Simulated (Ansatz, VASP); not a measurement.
HC18 in VASP and in Ansatz

```
C H
1.0
     7.39800    0.00000    0.00000
    -3.69900    6.40686    0.00000
     0.00000    0.00000   11.00000
C H
18 1
Direct
  0.00397 0.00567 0.08551
  0.22325 0.11803 0.09150
  0.00342 0.33787 0.07951
  0.22506 0.44870 0.08066
  0.00399 0.67063 0.08577
  0.22328 0.77757 0.09190
  0.33691 0.00468 0.12326
  0.56374 0.11801 0.09128
  0.33561 0.33735 0.08558
  0.55907 0.44915 0.08824
  0.33562 0.67061 0.08578
  0.55908 0.78220 0.08824
  0.67069 0.00566 0.08535
  0.89261 0.11622 0.08039
  0.67070 0.33734 0.08541
  0.89262 0.44872 0.08055
  0.67009 0.67119 0.08800
  0.89211 0.78221 0.08828
  0.33750 0.00578 0.22570
```

Alike in both runs: functional PBE; k mesh 2 × 2 × 1; occupations gaussian, width 0.02 eV; collinear spin.

Ansatz relaxed the structure, and its values are those at the end. VASP's run is a single point on that final structure, the one shown.

|  | VASP | Ansatz |
| --- | --- | --- |
| version | VASP 6.6.1 | Ansatz 0.2.0 |
| potentials or method | VASP PAW PBE potentials, release 64 (C, H), cutoff 520 eV | scalar-relativistic, plane waves, PAW |
| valence electrons in the cell | 73 | 73 |

```tsv
	VASP	Ansatz	Ansatz less VASP
gap on the k mesh at the Fermi level (eV)	0.28	0.28	-0.008
rms of the force components (eV/Å)	0.008	0.005	-0.0030
net moment per atom (μB)	0.05	0.05	0.000
size of the moment on the site where the two differ most (μB)	0.13	0.09	-0.045
```

Site moments also hang on the region over which each program counts them. Ansatz's warnings: filled band counts differ across k points, seeded moment not kept.

The k mesh is coarse, so the values compare programs but aren't converged.
